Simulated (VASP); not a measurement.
# NaHPb2 (R-3m) in VASP: single point with r2SCAN

Aim: the single point of NaHPb2 with r2SCAN.

All numbers are computed with VASP 6.6.1; they aren't measurements. Logs are shortened: lines on timing, memory, paths and dates and some standing lists are left out, and cuts for length are marked.

## Step 1: The cell of the first run

Symmetry: R-3m, No. 166, trigonal system. Conventional cell: a = 3.486 Å, b = 3.486 Å, c = 28.071 Å, α = 90.00°, β = 90.00°, γ = 120.00°. Within 4.4 Å of Na (site symmetry -3m) lie 6 Pb at 3.35 Å and 6 Na at 3.49 Å. Pb (site symmetry 3m) has 1 H at 2.01 Å within 2.7 Å. H (site symmetry -3m) has 2 Pb at 2.01 Å within 2.7 Å.

## Step 2: Single point, r2SCAN

File POSCAR:

```
NaHPb2
1.0
    0.0000000000     -1.8534067823      2.9527582222
    1.1846415806     -1.4253921053     -2.9527579466
    9.3964647837      1.5415688560      0.9676221208
Na Pb H
1 2 1
Direct
    0.0000000000      0.0000000000      0.0000000000
    0.5714356891      0.1428713782      0.2856929327
    0.4285643109      0.8571286218      0.7143070673
    0.5000000000      0.0000000000      0.5000000000
```

File INCAR.step1:

```
SYSTEM = NaHPb2
  ALGO = Normal
  EDIFF = 1E-4
  ENCUT = 520
  GGA = PE
  ISMEAR = -1
  LASPH = .TRUE.
  LCHARG = .FALSE.
  LREAL = .FALSE.
  LWAVE = .TRUE.
  NBANDS = 26
  NELM = 80
  PREC = Accurate
  SIGMA = 0.1
```

File INCAR.step2:

```
SYSTEM = NaHPb2
  ALGO = Normal
  EDIFF = 1E-7
  ENCUT = 520
  ISIF = 2
  ISMEAR = -1
  ISTART = 1
  LASPH = .TRUE.
  LCHARG = .FALSE.
  LMIXTAU = .TRUE.
  LREAL = .FALSE.
  LWAVE = .FALSE.
  METAGGA = R2SCAN
  NBANDS = 26
  NELM = 80
  PREC = Accurate
  SIGMA = 0.1
```

File KPOINTS:

```
k-points
0
G
  7 7 7
  0 0 0
```

Potentials or basis: VASP PAW PBE potentials, release 64 (Na_pv, Pb_d, H).

Command:

```
$ cat potpaw_PBE.64/Na_pv/POTCAR potpaw_PBE.64/Pb_d/POTCAR potpaw_PBE.64/H/POTCAR > POTCAR
$ cp INCAR.step1 INCAR
$ mpirun -np 1 vasp_std > vasp.out
$ cp INCAR.step2 INCAR
$ mpirun -np 1 vasp_std > vasp.out
```

OUTCAR:

```text
SYSTEM = NaHPb2
   EDIFF = 1E-7
   ENCUT = 520
   ISIF = 2
   ISMEAR = -1
   ISTART = 1
   LASPH = .TRUE.
   LREAL = .FALSE.
   METAGGA = R2SCAN
   NELM = 80
   PREC = Accurate

 ion  position               nearest neighbor table
   1  0.000  0.000  0.000-   2 3.35   3 3.35   2 3.35   3 3.35   2 3.35   3 3.35
   2  0.571  0.143  0.286-   4 2.01   1 3.35   1 3.35   1 3.35   3 4.01
   3  0.429  0.857  0.714-   4 2.01   1 3.35   1 3.35   1 3.35   2 4.01
   4  0.500  0.000  0.500-   2 2.01   3 2.01

  LATTYP: Found a trigonal (rhomboedric) cell.
 ALAT       =     9.5711168386
 COS(alpha) =     0.9336623093

  Lattice vectors:

 A1 = (   8.2118232031,   4.8203677436,   0.9676218452)
 A2 = (   8.2118232031,   2.9669609613,   3.9203800674)
 A3 = (   9.3964647837,   1.5415688560,   0.9676221208)

Analysis of symmetry for initial positions (statically):
=====================================================================
 Subroutine PRICEL returns:
 Original cell was already a primitive cell.

 Routine SETGRP: Setting up the symmetry group for a
 trigonal (rhombohedral) supercell.

 Subroutine GETGRP returns: Found 12 space group operations
 (whereof 12 operations were pure point group operations)
 out of a pool of 12 trial point group operations.

The static configuration has the point symmetry D_3d.

Analysis of symmetry for dynamics (positions and initial velocities):
=====================================================================
 Subroutine PRICEL returns:
 Original cell was already a primitive cell.

 Routine SETGRP: Setting up the symmetry group for a
 trigonal (rhombohedral) supercell.

 Subroutine GETGRP returns: Found 12 space group operations
 (whereof 12 operations were pure point group operations)
 out of a pool of 12 trial point group operations.

The dynamic configuration has the point symmetry D_3d.

 Subroutine INISYM returns: Found 12 space group operations
 (whereof 12 operations are pure point group operations),
 and found     1 'primitive' translations

----------------------------------------------------------------------------------------

                                     Primitive cell

  volume of cell :      98.4888

  direct lattice vectors                    reciprocal lattice vectors
     0.000000000 -1.853406782  2.952758222     0.032213209 -0.293350975  0.154533924
     1.184641581 -1.425392105 -2.952757947     0.064426418 -0.281712257 -0.176827010
     9.396464784  1.541568856  0.967622121     0.098300564  0.035516342  0.022293132

  length of vectors
     3.486244085  3.486244085  9.571116839     0.333126431  0.338792489  0.106870927

  position of ions in fractional coordinates (direct lattice)
     0.000000000  0.000000000  0.000000000
     0.571435689  0.142871378  0.285692933
     0.428564311  0.857128622  0.714307067
     0.500000000  1.000000000  0.500000000

  ion indices of the primitive-cell ions
   primitive index   ion index
                 1           1
                 2           2
                 3           3
                 4           4

----------------------------------------------------------------------------------------

 KPOINTS: k-points

Automatic generation of k-mesh.
 Grid dimensions read from file:
 generate k-points for:    7    7    7

 Generating k-lattice:

  Cartesian coordinates                     Fractional coordinates (reciprocal lattice)
     0.004601887 -0.041907282  0.022076275     0.142857143  0.000000000  0.000000000
     0.009203774 -0.040244608 -0.025261001    -0.000000000  0.142857143  0.000000000
     0.014042938  0.005073763  0.003184733    -0.000000000 -0.000000000  0.142857143

  Length of vectors
     0.047589490  0.048398927  0.015267275

  Shift w.r.t. Gamma in fractional coordinates (k-lattice)
     0.000000000  0.000000000  0.000000000

 Subroutine IBZKPT returns following result:
 ===========================================

 Found     44 irreducible k-points:

 Following reciprocal coordinates:
            Coordinates               Weight
  0.000000  0.000000  0.000000      1.000000
  0.142857  0.000000 -0.000000      6.000000
  0.285714  0.000000 -0.000000      6.000000
  0.428571  0.000000 -0.000000      6.000000
  0.000000  0.142857 -0.000000      6.000000
  0.142857  0.142857 -0.000000     12.000000
[... 16 lines left out ...]
  0.142857  0.285714  0.142857     12.000000
  0.285714  0.285714  0.142857     12.000000
 [... further k-points ...]
   k-points           NKPTS =     44   k-points in BZ     NKDIM =     44   number of bands    NBANDS=     26
   number of dos      NEDOS =    301   number of ions     NIONS =      4
   total plane-waves  NPLWV =  56448
   dimension x,y,z NGX =    28 NGY =   28 NGZ =   72
   dimension x,y,z NGXF=    56 NGYF=   56 NGZF=  144
   ions per type =               1   2   1
   NGX,Y,Z   is equivalent  to a cutoff of  13.35, 13.35, 12.51 a.u.
   NGXF,Y,Z  is equivalent  to a cutoff of  26.70, 26.70, 25.01 a.u.
 SYSTEM =  NaHPb2
   PREC   = accura    normal or accurate (medium, high low for compatibility)
   ISTART =      1    job   : 0-new  1-cont  2-samecut
   ICHARG =      0    charge: 1-file 2-atom 10-const
   ISPIN  =      1    spin polarized calculation?
   LNONCOLLINEAR =      F non collinear calculations
   LSORBIT =      F    spin-orbit coupling
   LASPH  =      T    aspherical Exc in radial PAW
   ENCUT  =  520.0 eV  38.22 Ry    6.18 a.u.   6.48  6.48 17.80*2*pi/ulx,y,z
   NELM   =     80;   NELMIN=  2; NELMDL=  0     # of ELM steps
   EDIFF  = 0.1E-06   stopping-criterion for ELM
   LREAL  =      F    real-space projection
   EDIFFG = 0.1E-05   stopping-criterion for IOM
   NSW    =      0    number of steps for IOM
   IBRION =     -1    ionic relax: 0-MD 1-quasi-New 2-CG
   NFREE  =      0    steps in history (QN), initial steepest desc. (CG)
   ISIF   =      2    stress and relaxation
   ISYM   =      2    0-nonsym 1-usesym 2-fastsym
   POTIM  = 0.5000    time-step for ionic-motion
   TEBEG  =    0.0;   TEEND  =   0.0 temperature during run
   PSTRESS=    0.0 pullay stress
   NELECT =      36.0000    total number of electrons
   NUPDOWN=      -1.0000    fix difference up-down
   EMIN   =  10.00;   EMAX   =-10.00  energy-range for DOS
   EFERMI =   0.00;   METHOD = LEGACY
   ISMEAR =    -1;   SIGMA  =   0.10  broadening in eV -4-tet -1-fermi 0-gaus
   EFERMI_NEDOS =   21; number of points for ismear=-14 and -15
   IALGO  =     38    algorithm
   IMIX   =      4    mixing-type and parameters
     AMIX     =   0.40;   BMIX     =  1.00
     AMIX_MAG =   1.60;   BMIX_MAG =  1.00
  volume/ion in A,a.u.               =      24.62       166.16
  Fermi-wavevector in a.u.,A,eV,Ry     =   1.170523  2.211969 18.641684  1.370125
  Thomas-Fermi vector in A             =   2.306981
   LORBIT       =      0    0 simple, 1 ext, 2 COOP (PROOUT), +10 PAW based schemes
   METAGGA = R2SCAN    functional components
   LHFCALC =     F    Hartree Fock is set to
   AEXX    =    0.0000 exact exchange contribution
   IVDW    =     0    specifies the selected vdW correction
   LEPSILON=     F    determine dielectric tensor
   LRPA    =     F    only Hartree local field effects (RPA)
 non-spin polarized calculation
  energy-cutoff  :      520.00
  volume of cell :       98.49
 maximum number of plane-waves:      2704
 NGX is ok and might be reduce to    28
   NGX = 13   NGY = 13   NGZ = 35

 number of electron      36.0000008 magnetization

 Free energy of the ion-electron system (eV)
  ---------------------------------------------------
  ext. energy  EPLUGINS =         0.00000000
  ---------------------------------------------------
  free energy    TOTEN  =      -119.26254427 eV

  energy without entropy =     -119.20821442  energy(sigma->0) =     -119.23537934

 E-fermi :   4.4791     XC(G=0):  -9.5484

 val. band max:        4.4771185180   @ k =   0.0000  -0.2857   0.1429
 cond. band min:       4.4793069589   @ k =  -0.2857   0.1429   0.0000
 fundamental gap:      0.0021884409
 Fermi energy:         4.4790504051

 k-point     1 :       0.0000    0.0000    0.0000
  band No.  band energies     occupation
      1     -21.6111      2.00000
      2     -21.6106      2.00000
      3     -21.6065      2.00000
      4     -13.2517      2.00000
      5     -13.1474      2.00000
      6     -13.0674      2.00000
[... 18 lines left out ...]
     25      14.2429      0.00000
     26      15.4528      0.00000

 k-point     2 :       0.1429    0.0000   -0.0000
  band No.  band energies     occupation
      1     -21.6212      2.00000
      2     -21.6132      2.00000
      3     -21.6048      2.00000
      4     -13.2250      2.00000
      5     -13.1252      2.00000
      6     -13.0744      2.00000
[... 18 lines left out ...]
     25      14.0774      0.00000
     26      14.3357      0.00000

 k-point     3 :       0.2857    0.0000   -0.0000
  band No.  band energies     occupation
      1     -21.6442      2.00000
      2     -21.6185      2.00000
      3     -21.6009      2.00000
      4     -13.2011      2.00000
      5     -13.1494      2.00000
      6     -13.0585      2.00000
[... 18 lines left out ...]
     25      12.4313      0.00000
     26      12.7942      0.00000

 k-point     4 :       0.4286    0.0000   -0.0000
  band No.  band energies     occupation
      1     -21.6625      2.00000
      2     -21.6228      2.00000
      3     -21.5978      2.00000
      4     -13.2156      2.00000
      5     -13.1830      2.00000
      6     -13.0706      2.00000
[... 18 lines left out ...]
     25      11.2686      0.00000
     26      12.0945      0.00000
[... 496 lines left out ...]
      1     -21.6212      2.00000
      2     -21.6132      2.00000
      3     -21.6048      2.00000
      4     -13.2245      2.00000
      5     -13.1256      2.00000
      6     -13.0743      2.00000
[... 18 lines left out ...]
     25      13.9324      0.00000
     26      14.2266      0.00000

 k-point    23 :       0.1429    0.2857    0.1429
  band No.  band energies     occupation
      1     -21.6537      2.00000
      2     -21.6266      2.00000
      3     -21.5985      2.00000
      4     -13.1625      2.00000
      5     -13.1149      2.00000
      6     -13.0489      2.00000
[... 18 lines left out ...]
     25      11.9222      0.00000
     26      13.0837      0.00000

 k-point    24 :       0.2857    0.2857    0.1429
  band No.  band energies     occupation
      1     -21.6541      2.00000
      2     -21.6403      2.00000
      3     -21.5966      2.00000
      4     -13.0950      2.00000
      5     -13.0480      2.00000
      6     -13.0310      2.00000
[... 18 lines left out ...]
     25      10.5809      0.00000
     26      11.8954      0.00000

 [... further k-points ...]
[... 5 lines left out ...]
  --------------------------------------------------------------------------------------
  -------------------------------------------------------------------------------------
  Total       -0.0654101     -0.0346808     -0.0318849     -0.0127695     -0.0028959     -0.0080153
  in kB       -1.0640664     -0.5641744     -0.5186912     -0.2077299     -0.0471101     -0.1303893
  external PRESSURE =      -0.7156440 kB  Pullay stress =       0.0000000 kB

 VOLUME and BASIS-vectors are now :
 -----------------------------------------------------------------------------
  energy-cutoff  :      520.00
  volume of cell :       98.49
      direct lattice vectors                 reciprocal lattice vectors
     0.000000000 -1.853406782  2.952758222     0.032213209 -0.293350975  0.154533924
     1.184641581 -1.425392105 -2.952757947     0.064426418 -0.281712257 -0.176827010
     9.396464784  1.541568856  0.967622121     0.098300564  0.035516342  0.022293132

 POSITION                                       TOTAL-FORCE (eV/Angst)
 -----------------------------------------------------------------------------------
      0.00000      0.00000      0.00000        -0.000000      0.000000      0.000000
      2.85375     -0.82234      1.54189        -0.006626     -0.002394     -0.001503
      7.72735     -0.91489     -0.57427         0.006626      0.002394      0.001503
      4.69823     -0.15592      1.96019         0.000000     -0.000000      0.000000
 -----------------------------------------------------------------------------------
    total drift:                                0.000000     -0.000000     -0.000000

  FREE ENERGIE OF THE ION-ELECTRON SYSTEM (eV)
  ---------------------------------------------------
  free  energy   TOTEN  =      -119.2625442663 eV

  energy  without entropy=     -119.2082144187  energy(sigma->0) =     -119.23537934
```

Wall time 3.4 min (1 thread of Intel Xeon 6975P-C (Granite Rapids), shared host); peak memory 0.3 GiB.

What came out:

| Quantity | Value |
| --- | --- |
| Free energy | -119.2625 eV |
| Pressure | -0.1 GPa |
| Largest force | 0.007 eV/Å |
| Band gap on the k mesh | zero (band 18 reaches 7.53 eV, above the bottom of band 19 at 3.89 eV) |

Forces on the atoms (eV/Å):
```
Na   0.000  0.000  0.000
Pb  -0.007 -0.002 -0.002
Pb   0.007  0.002  0.002
H    0.000  0.000  0.000
```

Caveat: the PAW data sets were made with another functional, which shifts forces and pressure a little; spin-orbit coupling is left out, which moves the levels of the heavy elements.
